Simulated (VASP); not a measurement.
# Ti in VASP: notebook, part 2 of 3

VASP 6.6.1. The steps go on from the part before.

**3. Relaxation of the atoms, PBEsol**

Contents of INCAR:

```
ALGO = All
EDIFF = 1E-7
EDIFFG = -0.01
ENCUT = 450
GGA = PS
GGA_COMPAT = False
IBRION = 2
ISEARCH = 1
ISIF = 2
ISMEAR = -1
KPAR = 4
LASPH = True
LCHARG = False
LREAL = False
LWAVE = False
NELM = 300
NELMIN = 4
NSW = 60
PREC = Accurate
SIGMA = 0.05
```

Contents of KPOINTS:

```
k-points
0
Gamma
  6 6 8
```

Contents of POSCAR:

```
Ti
1.0
    4.5673748306      0.0228368742      0.0000000000
   -2.2639101021      3.9440441948      0.0000000000
    0.0000000000      0.0000000000      2.8262442700
Ti
3
Direct
    0.6666666667      0.3333333333      0.5000000000
    0.3333333333      0.6666666667      0.5000000000
    0.0000000000      0.0000000000      0.0000000000
```

Potentials or basis: VASP PAW PBE potentials, release 64 (Ti_sv).

The run is started by

```sh
$ cat potpaw_PBE.64/Ti_sv/POTCAR > POTCAR
$ mpirun -np 4 vasp_std > vasp.out
```

OUTCAR:

```text
EDIFF = 1E-7
   EDIFFG = -0.01
   ENCUT = 450
   GGA = PS
   IBRION = 2
   ISIF = 2
   ISMEAR = -1
   LASPH = True
   LREAL = False
   NELM = 300
   NELMIN = 4
   NSW = 60
   PREC = Accurate

 ion  position               nearest neighbor table
   1  0.667  0.333  0.500-   2 2.63   2 2.64   2 2.65
   2  0.333  0.667  0.500-   1 2.63   1 2.64   1 2.65
   3  0.000  0.000  0.000-

  Warning from LATTYP: Monoclinic adjustment (A1->A3, A2->A1, A3->A2)!
  LATTYP: Found a simple monoclinic cell.
 ALAT       =     4.5476118525
 B/A-ratio  =     0.6214787809
 C/A-ratio  =     1.0043583469
 COS(beta)  =    -0.4934813924

  Lattice vectors:

 A1 = (  -2.2639101021,   3.9440441948,   0.0000000000)
 A2 = (   0.0000000000,   0.0000000000,   2.8262442700)
 A3 = (   4.5673748306,   0.0228368742,   0.0000000000)

Analysis of symmetry for initial positions (statically):
=====================================================================
 Subroutine PRICEL returns:
 Original cell was already a primitive cell.

 Routine SETGRP: Setting up the symmetry group for a
 simple monoclinic supercell.

 Subroutine GETGRP returns: Found  4 space group operations
 (whereof  4 operations were pure point group operations)
 out of a pool of  4 trial point group operations.

The static configuration has the point symmetry C_2h.

Analysis of symmetry for dynamics (positions and initial velocities):
=====================================================================
 Subroutine PRICEL returns:
 Original cell was already a primitive cell.

 Routine SETGRP: Setting up the symmetry group for a
 simple monoclinic supercell.

 Subroutine GETGRP returns: Found  4 space group operations
 (whereof  4 operations were pure point group operations)
 out of a pool of  4 trial point group operations.

The dynamic configuration has the point symmetry C_2h.

 Subroutine INISYM returns: Found  4 space group operations
 (whereof  4 operations are pure point group operations),
 and found     1 'primitive' translations

----------------------------------------------------------------------------------------

                                     Primitive cell

  volume of cell :      51.0579

  direct lattice vectors                    reciprocal lattice vectors
     4.567374831  0.022836874  0.000000000     0.218317571  0.125315876  0.000000000
    -2.263910102  3.944044195  0.000000000    -0.001264106  0.252821248  0.000000000
     0.000000000  0.000000000  2.826244270     0.000000000  0.000000000  0.353826458

  length of vectors
     4.567431922  4.547611852  2.826244270     0.251727294  0.252824409  0.353826458

  position of ions in fractional coordinates (direct lattice)
     0.666666667  0.333333333  0.500000000
     0.333333333  0.666666667  0.500000000
     0.000000000  0.000000000  0.000000000

  ion indices of the primitive-cell ions
   primitive index   ion index
                 1           1
                 2           2
                 3           3

----------------------------------------------------------------------------------------

 KPOINTS: k-points

Automatic generation of k-mesh.
 Grid dimensions read from file:
 generate k-points for:    6    6    8

 Generating k-lattice:

  Cartesian coordinates                     Fractional coordinates (reciprocal lattice)
     0.036386262  0.020885979  0.000000000     0.166666667  0.000000000  0.000000000
    -0.000210684  0.042136875  0.000000000     0.000000000  0.166666667  0.000000000
     0.000000000  0.000000000  0.044228307     0.000000000  0.000000000  0.125000000

  Length of vectors
     0.041954549  0.042137401  0.044228307

  Shift w.r.t. Gamma in fractional coordinates (k-lattice)
     0.000000000  0.000000000  0.000000000

 Subroutine IBZKPT returns following result:
 ===========================================

 Found    100 irreducible k-points:

 Following reciprocal coordinates:
            Coordinates               Weight
  0.000000  0.000000  0.000000      1.000000
  0.166667 -0.000000  0.000000      2.000000
  0.333333  0.000000  0.000000      2.000000
  0.500000 -0.000000  0.000000      1.000000
  0.000000  0.166667  0.000000      2.000000
  0.166667  0.166667  0.000000      2.000000
[... 16 lines left out ...]
  0.333333  0.000000  0.125000      4.000000
  0.500000 -0.000000  0.125000      2.000000
 [... further k-points ...]
   k-points           NKPTS =    100   k-points in BZ     NKDIM =    100   number of bands    NBANDS=     22
   number of dos      NEDOS =    301   number of ions     NIONS =      3
   total plane-waves  NPLWV =  20480
   dimension x,y,z NGX =    32 NGY =   32 NGZ =   20
   dimension x,y,z NGXF=    64 NGYF=   64 NGZF=   40
   ions per type =               3
   NGX,Y,Z   is equivalent  to a cutoff of  11.65, 11.70, 11.76 a.u.
   NGXF,Y,Z  is equivalent  to a cutoff of  23.29, 23.40, 23.53 a.u.
 SYSTEM =  unknown system
   PREC   = accura    normal or accurate (medium, high low for compatibility)
   ISTART =      0    job   : 0-new  1-cont  2-samecut
   ICHARG =      2    charge: 1-file 2-atom 10-const
   ISPIN  =      1    spin polarized calculation?
   LNONCOLLINEAR =      F non collinear calculations
   LSORBIT =      F    spin-orbit coupling
   LASPH  =      T    aspherical Exc in radial PAW
   ENCUT  =  450.0 eV  33.07 Ry    5.75 a.u.   7.90  7.87  4.89*2*pi/ulx,y,z
   NELM   =    300;   NELMIN=  4; NELMDL= -5     # of ELM steps
   EDIFF  = 0.1E-06   stopping-criterion for ELM
   LREAL  =      F    real-space projection
   EDIFFG = -.1E-01   stopping-criterion for IOM
   NSW    =     60    number of steps for IOM
   IBRION =      2    ionic relax: 0-MD 1-quasi-New 2-CG
   NFREE  =      1    steps in history (QN), initial steepest desc. (CG)
   ISIF   =      2    stress and relaxation
   ISYM   =      2    0-nonsym 1-usesym 2-fastsym
   POTIM  = 0.5000    time-step for ionic-motion
   TEBEG  =    0.0;   TEEND  =   0.0 temperature during run
   PSTRESS=    0.0 pullay stress
   NELECT =      36.0000    total number of electrons
   NUPDOWN=      -1.0000    fix difference up-down
   EMIN   =  10.00;   EMAX   =-10.00  energy-range for DOS
   EFERMI =   0.00;   METHOD = LEGACY
   ISMEAR =    -1;   SIGMA  =   0.05  broadening in eV -4-tet -1-fermi 0-gaus
   EFERMI_NEDOS =   21; number of points for ismear=-14 and -15
   IALGO  =     58    algorithm
   IMIX   =      4    mixing-type and parameters
     AMIX     =   0.40;   BMIX     =  1.00
     AMIX_MAG =   1.60;   BMIX_MAG =  1.00
  volume/ion in A,a.u.               =      17.02       114.85
  Fermi-wavevector in a.u.,A,eV,Ry     =   1.457096  2.753512 28.886908  2.123128
  Thomas-Fermi vector in A             =   2.573937
   LORBIT       =      0    0 simple, 1 ext, 2 COOP (PROOUT), +10 PAW based schemes
   GGA     = PS    functional components
   LHFCALC =     F    Hartree Fock is set to
   AEXX    =    0.0000 exact exchange contribution
   IVDW    =     0    specifies the selected vdW correction
   LEPSILON=     F    determine dielectric tensor
   LRPA    =     F    only Hartree local field effects (RPA)
 conjugate gradient relaxation of ions
 non-spin polarized calculation
  energy-cutoff  :      450.00
  volume of cell :       51.06
 maximum number of plane-waves:      1128
   NGX = 15   NGY = 15   NGZ =  9

 number of electron      35.9999989 magnetization

 Free energy of the ion-electron system (eV)
  ---------------------------------------------------
  ext. energy  EPLUGINS =         0.00000000
  ---------------------------------------------------
  free energy    TOTEN  =       -25.03524682 eV

  energy without entropy =      -25.00948574  energy(sigma->0) =      -25.02236628

 E-fermi :   8.3073     XC(G=0): -11.7331

 val. band max:        8.3050627654   @ k =   0.3333   0.0000   0.1250
 cond. band min:       8.3512320368   @ k =   0.5000  -0.0000   0.2500
 fundamental gap:      0.0461692714
 Fermi energy:         8.3072826862

 k-point     1 :       0.0000    0.0000    0.0000
  band No.  band energies     occupation
      1     -48.3325      2.00000
      2     -48.0775      2.00000
      3     -47.9079      2.00000
      4     -24.7517      2.00000
      5     -24.7488      2.00000
      6     -24.6579      2.00000
[... 574 lines left out ...]
      6     -24.5331      2.00000
[... 14 lines left out ...]
     21       8.9382      0.00001
     22       9.4706      0.00000

 [... further k-points ...]

------------------------ aborting loop because EDIFF is reached ----------------------------------------

  FORCE on cell =-STRESS in cart. coord.  units (eV):
  Direction    XX          YY          ZZ          XY          YZ          ZX
  --------------------------------------------------------------------------------------
  -------------------------------------------------------------------------------------
  Total       -1.3000622     -1.3065066     -1.2958014     -0.1668248      0.0000000      0.0000000
  in kB      -40.7954682    -40.9976923    -40.6617670     -5.2348996      0.0000000      0.0000000
  external PRESSURE =     -40.8183091 kB  Pullay stress =       0.0000000 kB

 VOLUME and BASIS-vectors are now :
 -----------------------------------------------------------------------------
  energy-cutoff  :      450.00
  volume of cell :       51.06
      direct lattice vectors                 reciprocal lattice vectors
     4.567374831  0.022836874  0.000000000     0.218317571  0.125315876  0.000000000
    -2.263910102  3.944044195  0.000000000    -0.001264106  0.252821248  0.000000000
     0.000000000  0.000000000  2.826244270     0.000000000  0.000000000  0.353826458

 POSITION                                       TOTAL-FORCE (eV/Angst)
 -----------------------------------------------------------------------------------
      2.29028      1.32991      1.41312        -0.005199      0.000908      0.000000
      0.01318      2.63698      1.41312         0.005199     -0.000908      0.000000
      0.00000      0.00000      0.00000        -0.000000      0.000000      0.000000
 -----------------------------------------------------------------------------------
    total drift:                               -0.000000      0.000000      0.000000

  FREE ENERGIE OF THE ION-ELECTRON SYSTEM (eV)
  ---------------------------------------------------
  free  energy   TOTEN  =       -25.0352468161 eV

  energy  without entropy=      -25.0094844078  energy(sigma->0) =      -25.02236561

 reached required accuracy - stopping structural energy minimisation
```

OSZICAR:

```text
N       E                     dE             d eps       ncg     rms           ort
DAV:   1     0.399479574468E+03    0.39948E+03   -0.17767E+04  2200   0.193E+03
DAV:   2     0.204845740948E+02   -0.37900E+03   -0.37506E+03  2200   0.537E+02
DAV:   3    -0.245079997105E+02   -0.44993E+02   -0.44272E+02  2200   0.157E+02
[... 43 lines left out ...]
SDA:  47    -0.250352462901E+02   -0.23844E-06   -0.24431E-06  2200   0.971E-06   0.661E-07
CGA:  48    -0.250352464192E+02   -0.12909E-06   -0.12507E-06  2200   0.753E-06  -0.333E-07
CGA:  49    -0.250352466241E+02   -0.20486E-06   -0.20925E-06  2200   0.366E-06  -0.736E-07
CGA:  50    -0.250352467322E+02   -0.10811E-06   -0.10788E-06  2200   0.232E-06   0.954E-09
CGA:  51    -0.250352468161E+02   -0.83965E-07   -0.84533E-07  2200   0.310E-06   0.557E-10
   1 F= -.25035247E+02 E0= -.25022366E+02  d E =-.250352E+02
```

Wall time 72 s (4 MPI ranks of AMD EPYC 7R43 (Zen 3), shared host); peak memory 0.23 GiB.

Results:

| Item | Value |
| --- | --- |
| Free energy | -25.0352 eV |
| Pressure after relaxing | -4.1 GPa |
| Largest force after relaxing | 0.005 eV/Å |
| Band gap on the k mesh | zero (bands 18 and 19 overlap by 0.17 eV) |

Forces on the atoms (eV/Å):
```
Ti  -0.005  0.001  0.000
Ti   0.005 -0.001  0.000
Ti   0.000  0.000  0.000
```

Stress tensor (GPa, compression positive):
```
-4.08 -0.52  0.00
-0.52 -4.10  0.00
 0.00  0.00 -4.07
```

Final structure:
```xyz
3
Lattice="4.5674 0.0228 0.0000 -2.2639 3.9440 0.0000 0.0000 0.0000 2.8262" Properties=species:S:1:pos:R:3 pbc="T T T"
Ti    2.2903    1.3299    1.4131
Ti    0.0132    2.6370    1.4131
Ti    0.0000    0.0000    0.0000
```

Caveat: the relaxation stopped at its first step, so nothing moved; the PAW data sets were made with another functional, which shifts forces and pressure a little.

[end of part 2 of 3]

The gap in the log of VASP goes by the Fermi energy; the results here count the filled bands.